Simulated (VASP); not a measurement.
## Mg3Sn3N: relaxation of cell and atoms with PBE

Crystal: Mg3Sn3N.

```xyz
7
Lattice="3.3849 0.0000 0.0000 -1.6924 2.9314 0.0000 0.0000 0.0000 14.9560" Properties=species:S:1:pos:R:3 pbc="T T T"
Mg    0.0000    1.9543    1.0471
Mg    1.6924    0.9771   13.9567
Mg    0.0000    1.9543   11.2001
Sn    1.6924    0.9771    6.2151
Sn    0.0000    0.0000    8.7819
Sn    0.0000    0.0000    3.6447
N     0.0000    0.0000    0.0226
```

- Program: VASP 6.6.1
- Task: relaxation of cell and atoms
- Functional: PBE
- Potentials or basis: VASP PAW PBE potentials, release 64 (Mg, Sn_d, N)
- Cutoff: 600 eV
- k mesh: 12 × 12 × 2
- Occupations: gaussian, width 0.1 eV
- Spin: no spin polarisation
- Dipole correction: no
- Further INCAR settings: ALGO = Normal; EDIFF = 1e-07; IBRION = 2; EDIFFG = -0.01; NSW = 100; ISIF = 3

- Relaxed volume: 21.24 Å³/atom
- Relaxed cell: a = 3.302 Å, b = 3.302 Å, c = 15.746 Å, α = 90.00°, β = 90.00°, γ = 120.00°
- Space group after relaxing (to 0.1 Å): P3m1 (No. 156)
- Energy gained by relaxing: 20.9 meV/atom
- Ionic steps: 21
- Pressure after relaxing: 0.0 GPa
- Largest force after relaxing: 0.007 eV/Å
- Band gap on the k mesh: zero (an odd number of electrons rules out a gap without spin polarisation)

Forces on the atoms (eV/Å):
```
Mg   0.000  0.000 -0.003
Mg   0.000  0.000  0.004
Mg   0.000  0.000 -0.002
Sn   0.000  0.000  0.007
Sn   0.000  0.000 -0.003
Sn   0.000  0.000 -0.002
N    0.000  0.000 -0.001
```

Step by step:
```csv
step,energy change (eV),largest force (eV/Å),pressure (GPa),volume (Å³)
1,0.0000,0.2727,-0.22,148.40
2,-0.0622,0.2631,0.11,147.74
3,-0.0993,0.2836,0.67,146.72
4,-0.0998,0.2867,0.80,146.49
5,-0.1196,0.1657,-0.10,149.15
6,-0.1214,0.1551,-0.42,150.22
7,-0.1295,0.1527,0.00,149.32
8,-0.1300,0.2270,0.14,149.04
9,-0.1375,0.1748,0.03,148.99
10,-0.1421,0.0915,-0.12,148.89
11,-0.1448,0.0939,0.15,148.13
12,-0.1448,0.0937,0.15,148.14
13,-0.1457,0.0312,-0.04,148.76
14,-0.1457,0.0307,-0.06,148.80
15,-0.1459,0.0331,0.06,148.61
16,-0.1459,0.0262,0.03,148.66
17,-0.1460,0.0229,0.00,148.73
18,-0.1461,0.0270,-0.03,148.82
19,-0.1462,0.0152,0.00,148.69
20,-0.1462,0.0142,0.02,148.64
21,-0.1462,0.0074,-0.01,148.71
```

Final structure:
```
Mg Sn N
1.0
     3.30231    0.00000    0.00000
    -1.65116    2.85989    0.00000
     0.00000    0.00000   15.74639
Mg Sn N
3 3 1
Cartesian
  0.0000 1.9066 0.9864
  1.6512 0.9533 14.6764
  0.0000 1.9066 11.9604
  1.6512 0.9533 6.5207
  0.0000 0.0000 9.3812
  0.0000 0.0000 3.7286
  1.6512 2.8599 15.7320
```

Levels at points of the mesh, in eV from the Fermi level:
| k point | band 24 | band 25 | band 26 | band 27 | band 28 | band 29 | band 30 | band 31 |
| --- | --- | --- | --- | --- | --- | --- | --- | --- |
| (0.00, 0.00, 0.00) | -1.23 | -0.96 | 0.02 | 3.50 | 3.73 | 6.62 | 6.62 | 6.70 |
| (0.50, 0.00, 0.00) | -2.72 | -1.98 | -0.96 | -0.49 | 0.14 | 1.36 | 2.06 | 2.30 |
| (0.00, 0.00, 0.50) | -1.23 | -1.23 | 1.40 | 1.92 | 4.85 | 6.12 | 6.62 | 6.62 |
| (0.50, 0.00, 0.50) | -2.61 | -1.98 | -1.18 | -0.48 | 0.60 | 1.14 | 1.52 | 2.77 |

It took 29 min on 1 thread of Intel(R) Xeon(R) 6975P-C (Granite Rapids), on a shared host, peak memory 0.43 GiB.

Caveat: spin-orbit coupling is left out, which moves the levels of the heavy elements.
